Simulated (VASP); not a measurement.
Here is a VASP 6.6.1 calculation.

File POSCAR:

```
CaF2
1.0
    0.0000000000      2.7195929726      2.7195929726
    2.7195929726      0.0000000000      2.7195929726
    2.7195929726      2.7195929726      0.0000000000
Ca F
1 2
Direct
    0.0000000000      0.0000000000      0.0000000000
    0.2500000000      0.2500000000      0.2500000000
    0.7500000000      0.7500000000      0.7500000000
```

File INCAR.step1:

```
PREC = Accurate
ENCUT = 660
ISMEAR = 0
SIGMA = 0.01
LREAL = False
LASPH = True
NELM = 120
NBANDS = 19
GGA = PE
ALGO = Normal
EDIFF = 1E-5
LWAVE = True
LCHARG = False
GGA_COMPAT = False
```

INCAR.step2

```
PREC = Accurate
ENCUT = 660
EDIFF = 1E-6
ISMEAR = 0
SIGMA = 0.01
LREAL = False
LASPH = True
NELM = 120
ALGO = Normal
ISIF = 2
LWAVE = False
LCHARG = False
METAGGA = R2SCAN
LMIXTAU = True
NBANDS = 19
ISTART = 1
GGA_COMPAT = False
```

KPOINTS

```
Automatic mesh
0
Gamma
  8 8 8
```

Potentials or basis: VASP PAW PBE potentials, release 64 (Ca_sv, F).

Command:

```console
$ cat potpaw_PBE.64/Ca_sv/POTCAR potpaw_PBE.64/F/POTCAR > POTCAR
$ cp INCAR.step1 INCAR
$ mpirun -np 1 vasp_std > vasp.out
$ cp INCAR.step2 INCAR
$ mpirun -np 1 vasp_std > vasp.out
```

**Question.** Estimate the pressure.

**Answer.** 0.4 GPa.

**Question.** What does it give for the band gap on the k mesh?

**Answer.** 8.03 eV (least direct gap 8.29 eV).

Caveat: the PAW data sets were made with another functional, which shifts forces and pressure a little. A k mesh can miss the band edges.
